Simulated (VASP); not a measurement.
# Mg5O (P-3m1) in VASP: a series of runs

The runs below take Mg5O through relaxation of cell and atoms, single point, with PBE.

All numbers are computed with VASP 6.6.1; they aren't measurements. Logs are shortened: lines on timing, memory, paths and dates and some standing lists are left out, and cuts for length are marked.

## (1) The cell of the first run

The structure is trigonal, space group P-3m1 (No. 164). The conventional cell has a = 3.100 Å, b = 3.100 Å, c = 11.500 Å, α = 90.00°, β = 90.00°, γ = 120.00°. Mg (site symmetry 3m) has 3 O at 2.19 Å and 3 Mg at 2.87 Å within 2.9 Å. Mg (site symmetry -3m) has 12 Mg at 2.87 to 3.10 Å within 3.8 Å. Mg (site symmetry 3m) has 12 Mg at 2.87 to 3.10 Å within 3.8 Å. Within 2.9 Å of O (site symmetry -3m) lie 6 Mg at 2.19 Å.

## (2) Relaxation of cell and atoms, PBE

Contents of INCAR:

```
PREC = Accurate
ENCUT = 600
EDIFF = 1E-7
ISMEAR = 0
SIGMA = 0.2
LREAL = F
LASPH = T
NELM = 100
ALGO = Normal
ISIF = 3
LWAVE = F
LCHARG = F
GGA = PE
IBRION = 2
NSW = 36
EDIFFG = -0.08
```

Contents of KPOINTS:

```
regular mesh
0
Gamma
  6 6 2
```

Contents of POSCAR:

```
Mg5O
1.0
    3.1000000000      0.0000000000      0.0000000000
   -1.5500000000      2.6846787500      0.0000000000
    0.0000000000      0.0000000000     11.5000000000
Mg O
5 1
Direct
    0.3333333300      0.6666666700      0.1100000000
    0.6666666700      0.3333333300      0.8900000000
    0.0000000000      0.0000000000      0.5000000000
    0.3333333300      0.6666666700      0.6950000000
    0.6666666700      0.3333333300      0.3050000000
    0.0000000000      0.0000000000      0.0000000000
```

Potentials or basis: VASP PAW PBE potentials, release 64 (Mg, O).

Launch:

```sh
cat potpaw_PBE.64/Mg/POTCAR potpaw_PBE.64/O/POTCAR > POTCAR
mpirun -np 1 vasp_std > vasp.out
```

OUTCAR:

```text
PREC = Accurate
   ENCUT = 600
   EDIFF = 1E-7
   ISMEAR = 0
   LREAL = F
   LASPH = T
   NELM = 100
   ISIF = 3
   GGA = PE
   IBRION = 2
   NSW = 36
   EDIFFG = -0.08

 ion  position               nearest neighbor table
   1  0.333  0.667  0.110-   6 2.19   6 2.19   6 2.19   5 2.87   5 2.87   5 2.87   2 3.10   2 3.10
                             2 3.10
   2  0.667  0.333  0.890-   6 2.19   6 2.19   6 2.19   4 2.87   4 2.87   4 2.87   1 3.10   1 3.10
                             1 3.10
   3  0.000  0.000  0.500-   4 2.87   5 2.87   4 2.87   5 2.87   5 2.87   4 2.87
   4  0.333  0.667  0.695-   2 2.87   3 2.87   2 2.87   3 2.87   3 2.87   2 2.87
   5  0.667  0.333  0.305-   1 2.87   3 2.87   1 2.87   3 2.87   3 2.87   1 2.87
   6  0.000  0.000  0.000-   1 2.19   2 2.19   1 2.19   2 2.19   2 2.19   1 2.19

  LATTYP: Found a hexagonal cell.
 ALAT       =     3.1000000000
 C/A-ratio  =     3.7096774194

  Lattice vectors:

 A1 = (   3.1000000000,   0.0000000000,   0.0000000000)
 A2 = (  -1.5500000000,   2.6846787500,   0.0000000000)
 A3 = (   0.0000000000,   0.0000000000,  11.5000000000)

Analysis of symmetry for initial positions (statically):
=====================================================================
 Subroutine PRICEL returns:
 Original cell was already a primitive cell.

 Routine SETGRP: Setting up the symmetry group for a
 hexagonal supercell.

 Subroutine GETGRP returns: Found 12 space group operations
 (whereof 12 operations were pure point group operations)
 out of a pool of 24 trial point group operations.

The static configuration has the point symmetry D_3d.

Analysis of symmetry for dynamics (positions and initial velocities):
=====================================================================
 Subroutine PRICEL returns:
 Original cell was already a primitive cell.

 Routine SETGRP: Setting up the symmetry group for a
 hexagonal supercell.

 Subroutine GETGRP returns: Found 12 space group operations
 (whereof 12 operations were pure point group operations)
 out of a pool of 24 trial point group operations.

The dynamic configuration has the point symmetry D_3d.

 Subroutine INISYM returns: Found 12 space group operations
 (whereof 12 operations are pure point group operations),
 and found     1 'primitive' translations

----------------------------------------------------------------------------------------

                                     Primitive cell

  volume of cell :      95.7088

  direct lattice vectors                    reciprocal lattice vectors
     3.100000000  0.000000000  0.000000000     0.322580645  0.186242022  0.000000000
    -1.550000000  2.684678750  0.000000000     0.000000000  0.372484045  0.000000000
     0.000000000  0.000000000 11.500000000     0.000000000  0.000000000  0.086956522

  length of vectors
     3.100000000  3.099999999 11.500000000     0.372484045  0.372484045  0.086956522

  position of ions in fractional coordinates (direct lattice)
     0.333333330  0.666666670  0.110000000
     0.666666670  0.333333330  0.890000000
     0.000000000  0.000000000  0.500000000
     0.333333330  0.666666670  0.695000000
     0.666666670  0.333333330  0.305000000
     0.000000000  0.000000000  0.000000000

  ion indices of the primitive-cell ions
   primitive index   ion index
                 1           1
                 2           2
                 3           3
                 4           4
                 5           5
                 6           6

----------------------------------------------------------------------------------------

 KPOINTS: regular mesh

Automatic generation of k-mesh.
 Grid dimensions read from file:
 generate k-points for:    6    6    2

 Generating k-lattice:

  Cartesian coordinates                     Fractional coordinates (reciprocal lattice)
     0.053763441  0.031040337  0.000000000     0.166666667  0.000000000  0.000000000
     0.000000000  0.062080674  0.000000000     0.000000000  0.166666667  0.000000000
     0.000000000  0.000000000  0.043478261     0.000000000  0.000000000  0.500000000

  Length of vectors
     0.062080674  0.062080674  0.043478261

  Shift w.r.t. Gamma in fractional coordinates (k-lattice)
     0.000000000  0.000000000  0.000000000

 Subroutine IBZKPT returns following result:
 ===========================================

 Found     14 irreducible k-points:

 Following reciprocal coordinates:
            Coordinates               Weight
  0.000000  0.000000  0.000000      1.000000
  0.166667 -0.000000  0.000000      6.000000
  0.333333 -0.000000  0.000000      6.000000
  0.500000 -0.000000  0.000000      3.000000
  0.166667  0.166667  0.000000      6.000000
  0.333333  0.166667  0.000000     12.000000
  0.333333  0.333333  0.000000      2.000000
  0.000000  0.000000  0.500000      1.000000
  0.166667 -0.000000  0.500000      6.000000
  0.333333 -0.000000  0.500000      6.000000
  0.500000 -0.000000  0.500000      3.000000
  0.166667  0.166667  0.500000      6.000000
  0.333333  0.166667  0.500000     12.000000
  0.333333  0.333333  0.500000      2.000000
   k-points           NKPTS =     14   k-points in BZ     NKDIM =     14   number of bands    NBANDS=     12
   number of dos      NEDOS =    301   number of ions     NIONS =      6
   total plane-waves  NPLWV =  75264
   dimension x,y,z NGX =    28 NGY =   28 NGZ =   96
   dimension x,y,z NGXF=    56 NGYF=   56 NGZF=  192
   ions per type =               5   1
   NGX,Y,Z   is equivalent  to a cutoff of  15.02, 15.02, 13.88 a.u.
   NGXF,Y,Z  is equivalent  to a cutoff of  30.03, 30.03, 27.76 a.u.
 SYSTEM =  unknown system
   PREC   = accura    normal or accurate (medium, high low for compatibility)
   ISTART =      0    job   : 0-new  1-cont  2-samecut
   ICHARG =      2    charge: 1-file 2-atom 10-const
   ISPIN  =      1    spin polarized calculation?
   LNONCOLLINEAR =      F non collinear calculations
   LSORBIT =      F    spin-orbit coupling
   LASPH  =      T    aspherical Exc in radial PAW
   ENCUT  =  600.0 eV  44.10 Ry    6.64 a.u.   6.19  6.19 22.97*2*pi/ulx,y,z
   NELM   =    100;   NELMIN=  2; NELMDL= -5     # of ELM steps
   EDIFF  = 0.1E-06   stopping-criterion for ELM
   LREAL  =      F    real-space projection
   EDIFFG = -.8E-01   stopping-criterion for IOM
   NSW    =     36    number of steps for IOM
   IBRION =      2    ionic relax: 0-MD 1-quasi-New 2-CG
   NFREE  =      1    steps in history (QN), initial steepest desc. (CG)
   ISIF   =      3    stress and relaxation
   ISYM   =      2    0-nonsym 1-usesym 2-fastsym
   POTIM  = 0.5000    time-step for ionic-motion
   TEBEG  =    0.0;   TEEND  =   0.0 temperature during run
   PSTRESS=    0.0 pullay stress
   NELECT =      16.0000    total number of electrons
   NUPDOWN=      -1.0000    fix difference up-down
   EMIN   =  10.00;   EMAX   =-10.00  energy-range for DOS
   EFERMI =   0.00;   METHOD = LEGACY
   ISMEAR =     0;   SIGMA  =   0.20  broadening in eV -4-tet -1-fermi 0-gaus
   EFERMI_NEDOS =   21; number of points for ismear=-14 and -15
   IALGO  =     38    algorithm
   IMIX   =      4    mixing-type and parameters
     AMIX     =   0.40;   BMIX     =  1.00
     AMIX_MAG =   1.60;   BMIX_MAG =  1.00
  volume/ion in A,a.u.               =      15.95       107.65
  Fermi-wavevector in a.u.,A,eV,Ry     =   0.901843  1.704236 11.065898  0.813321
  Thomas-Fermi vector in A             =   2.024973
   LORBIT       =      0    0 simple, 1 ext, 2 COOP (PROOUT), +10 PAW based schemes
   GGA     = PE    functional components
   LHFCALC =     F    Hartree Fock is set to
   AEXX    =    0.0000 exact exchange contribution
   IVDW    =     0    specifies the selected vdW correction
   LEPSILON=     F    determine dielectric tensor
   LRPA    =     F    only Hartree local field effects (RPA)
 conjugate gradient relaxation of ions
 non-spin polarized calculation
 Gauss-broadening in eV      SIGMA  =   0.20
  energy-cutoff  :      600.00
  volume of cell :       95.71
 maximum number of plane-waves:      3216
 NGX is ok and might be reduce to    28
   NGX = 13   NGY = 13   NGZ = 45

--------------------------------------- Ionic step        1  -------------------------------------------

 number of electron      16.0000002 magnetization

 Free energy of the ion-electron system (eV)
  ---------------------------------------------------
  ext. energy  EPLUGINS =         0.00000000
  ---------------------------------------------------
  free energy    TOTEN  =       -16.36834879 eV

  energy without entropy =      -16.32341036  energy(sigma->0) =      -16.34587958

------------------------ aborting loop because EDIFF is reached ----------------------------------------

  FORCE on cell =-STRESS in cart. coord.  units (eV):
  Direction    XX          YY          ZZ          XY          YZ          ZX
  --------------------------------------------------------------------------------------
  -------------------------------------------------------------------------------------
  Total        2.8824483      2.8824483      9.1395807     -0.0000000      0.0000000      0.0000000
  in kB       48.2525471     48.2525470    152.9977332     -0.0000000      0.0000000      0.0000000
  external PRESSURE =      83.1676091 kB  Pullay stress =       0.0000000 kB

 VOLUME and BASIS-vectors are now :
 -----------------------------------------------------------------------------
  energy-cutoff  :      600.00
  volume of cell :       95.71
      direct lattice vectors                 reciprocal lattice vectors
     3.100000000  0.000000000  0.000000000     0.322580645  0.186242022  0.000000000
    -1.550000000  2.684678750  0.000000000     0.000000000  0.372484045  0.000000000
     0.000000000  0.000000000 11.500000000     0.000000000  0.000000000  0.086956522
[... 281 lines left out ...]
 POSITION                                       TOTAL-FORCE (eV/Angst)
 -----------------------------------------------------------------------------------
     -0.00000      1.81285      1.23307         0.000000      0.000000      0.040707
      1.56998      0.90643     11.62355        -0.000000     -0.000000     -0.040707
      0.00000     -0.00000      6.42831         0.000000     -0.000000      0.000000
     -0.00000      1.81285      9.00659         0.000000     -0.000000      0.083141
      1.56998      0.90643      3.85002        -0.000000      0.000000     -0.083141
      0.00000     -0.00000      0.00000         0.000000      0.000000      0.000000
 -----------------------------------------------------------------------------------
    total drift:                                0.000000      0.000000      0.000000

  FREE ENERGIE OF THE ION-ELECTRON SYSTEM (eV)
  ---------------------------------------------------
  free  energy   TOTEN  =       -17.0532969960 eV

  energy  without entropy=      -16.9947668881  energy(sigma->0) =      -17.02403194

--------------------------------------- Ionic step        9  -------------------------------------------

 number of electron      15.9999996 magnetization

 Free energy of the ion-electron system (eV)
  ---------------------------------------------------
  ext. energy  EPLUGINS =         0.00000000
  ---------------------------------------------------
  free energy    TOTEN  =       -17.05472846 eV

  energy without entropy =      -16.99674326  energy(sigma->0) =      -17.02573586

 E-fermi :   3.6766     XC(G=0):  -8.9894

 val. band max:        3.5348770682   @ k =   0.5000  -0.0000   0.0000
 cond. band min:       3.6814833672   @ k =   0.3333   0.3333   0.5000
 fundamental gap:      0.1466062991
 Fermi energy:         3.6766094077

 k-point     1 :       0.0000    0.0000    0.0000
  band No.  band energies     occupation
      1     -16.5576      2.00000
      2      -3.8264      2.00000
      3      -3.3201      2.00000
      4      -1.8689      2.00000
      5      -1.3943      2.00000
      6      -0.7642      2.00000
      7      -0.7642      2.00000
      8       1.3206      2.00000
      9       2.3502      2.00000
     10       5.8726      0.00000
     11       6.2451      0.00000
     12      10.1317      0.00000

 k-point     2 :       0.1667   -0.0000    0.0000
  band No.  band energies     occupation
      1     -16.4190      2.00000
      2      -3.4358      2.00000
      3      -2.7927      2.00000
      4      -1.9329      2.00000
      5      -1.4125      2.00000
      6      -0.9177      2.00000
      7      -0.5969      2.00000
      8       1.7053      2.00000
      9       3.1289      1.99989
     10       6.4588      0.00000
     11       6.7174      0.00000
     12      10.0558      0.00000
[... 200 lines left out ...]
 POSITION                                       TOTAL-FORCE (eV/Angst)
 -----------------------------------------------------------------------------------
     -0.00000      1.81213      1.22752         0.000000     -0.000000      0.052399
      1.56935      0.90607     11.58703        -0.000000      0.000000     -0.052399
      0.00000     -0.00000      6.40727        -0.000000     -0.000000      0.000000
     -0.00000      1.81213      8.99337         0.000000     -0.000000      0.027320
      1.56935      0.90607      3.82118        -0.000000      0.000000     -0.027320
      0.00000     -0.00000      0.00000        -0.000000      0.000000      0.000000
 -----------------------------------------------------------------------------------
    total drift:                               -0.000000      0.000000      0.000000

  FREE ENERGIE OF THE ION-ELECTRON SYSTEM (eV)
  ---------------------------------------------------
  free  energy   TOTEN  =       -17.0547284581 eV

  energy  without entropy=      -16.9967432573  energy(sigma->0) =      -17.02573586

 reached required accuracy - stopping structural energy minimisation
```

Run time: 96 s. Hardware: 1 thread of Intel Xeon 6975P-C (Granite Rapids), shared host; peak memory 0.27 GiB.

What came out:

```
Free energy                            : -17.0547 eV
Relaxed volume                         : 18.22 Å³/atom
Relaxed cell                           : a = 3.139 Å, b = 3.139 Å, c = 12.815 Å, α = 90.00°, β = 90.00°, γ = 120.00°
Space group after relaxing (to 0.05 Å) : P-3m1 (No. 164)
Energy gained by relaxing              : 114.4 meV/atom
Ionic steps                            : 9
Pressure after relaxing                : 0.2 GPa
Largest force after relaxing           : 0.052 eV/Å
Band gap on the k mesh                 : zero (band 8 reaches 3.85 eV, above the bottom of band 9 at 2.35 eV)
```

Forces in eV/Å, atoms in the order of the input:
```
Mg   0.000  0.000  0.052
Mg   0.000  0.000 -0.052
Mg   0.000  0.000  0.000
Mg   0.000  0.000  0.027
Mg   0.000  0.000 -0.027
O    0.000  0.000  0.000
```

Stress tensor (GPa, compression positive):
```
0.19 0.00 0.00
0.00 0.19 0.00
0.00 0.00 0.35
```

The path:
```csv
step,energy change (eV),largest force (eV/Å),pressure (GPa),volume (Å³)
1,0.0000,1.3971,8.32,95.71
2,-0.5515,0.7617,0.27,107.56
3,-0.5814,0.6982,-1.44,111.63
4,-0.6452,0.2558,-0.27,109.79
5,-0.6560,0.2916,0.43,108.77
6,-0.6673,0.2438,0.12,109.38
7,-0.6763,0.1666,-0.39,110.49
8,-0.6849,0.0831,-0.01,109.78
9,-0.6864,0.0524,0.24,109.33
```

Final structure:
```
CELL_PARAMETERS angstrom
3.13870 0.00000 0.00000
-1.56935 2.71820 0.00000
0.00000 0.00000 12.81455
ATOMIC_POSITIONS crystal
Mg 0.33333 0.66667 0.09579
Mg 0.66667 0.33333 0.90421
Mg 0.00000 0.00000 0.50000
Mg 0.33333 0.66667 0.70181
Mg 0.66667 0.33333 0.29819
O 0.00000 0.00000 0.00000
```

Caveat: the k points lie up to 0.39 Å⁻¹ apart in the final cell; the relaxation stopped at a loose force limit of 0.08 eV/Å, so its end isn't a converged minimum.

## (3) Single point, PBE

This run uses another cell than the first one, of 18.33 Å³/atom, 1.149 times its volume.

Contents of INCAR:

```
  PREC = Accurate
  ENCUT = 520
  EDIFF = 1E-6
  ISMEAR = 0
  SIGMA = 0.1
  LREAL = F
  LASPH = T
  NELM = 80
  ALGO = Normal
  ISIF = 2
  LWAVE = F
  LCHARG = F
  GGA = PE
  NBANDS = 17
```

Contents of KPOINTS:

```
Automatic mesh
0
Gamma
  12 12 4
```

Contents of POSCAR:

```
Mg5O
1.0
    3.1486781218      0.0000000000      0.0000000000
   -1.5743390609      2.7268352419      0.0000000000
    0.0000000000      0.0000000000     12.8065454980
Mg O
5 1
Direct
    0.3333333333      0.6666666667      0.0963329456
    0.6666666667      0.3333333333      0.9036670544
    0.0000000000      0.0000000000      0.5000000000
    0.3333333333      0.6666666667      0.7016541793
    0.6666666667      0.3333333333      0.2983458207
    0.0000000000      0.0000000000      0.0000000000
```

Potentials or basis: VASP PAW PBE potentials, release 64 (Mg, O).

Launch:

```sh
cat potpaw_PBE.64/Mg/POTCAR potpaw_PBE.64/O/POTCAR > POTCAR
mpirun -np 1 vasp_std > vasp.out
```

Run time: 47 s. Hardware: 1 thread of Intel Xeon 6975P-C (Granite Rapids), shared host; peak memory 0.29 GiB.

The run converged. Its results:

```
Free energy            : -17.1119 eV
Pressure               : -0.2 GPa
Largest force          : 0.015 eV/Å
Band gap on the k mesh : zero (band 8 reaches 3.89 eV, above the bottom of band 9 at 2.33 eV)
```

Forces in eV/Å, atoms in the order of the input:
```
Mg   0.000  0.000 -0.015
Mg   0.000  0.000  0.015
Mg   0.000  0.000  0.000
Mg   0.000  0.000  0.001
Mg   0.000  0.000 -0.001
O    0.000  0.000  0.000
```

Levels at points of the mesh, in eV from the Fermi level:
```tsv
k point	band 5	band 6	band 7	band 8	band 9	band 10	band 11	band 12
(0.00, 0.00, 0.00)	-4.90	-4.25	-4.25	-2.17	-1.15	2.36	2.76	6.65
(0.50, 0.00, 0.00)	-1.92	-1.88	-1.27	-1.06	-0.05	0.00	1.42	2.06
(0.00, 0.00, 0.50)	-4.25	-4.25	-3.85	-3.31	0.31	0.60	4.24	5.43
(0.50, 0.00, 0.50)	-1.97	-1.79	-1.31	-0.96	-0.53	0.58	1.37	1.85
```

[end of part 1 of 2]
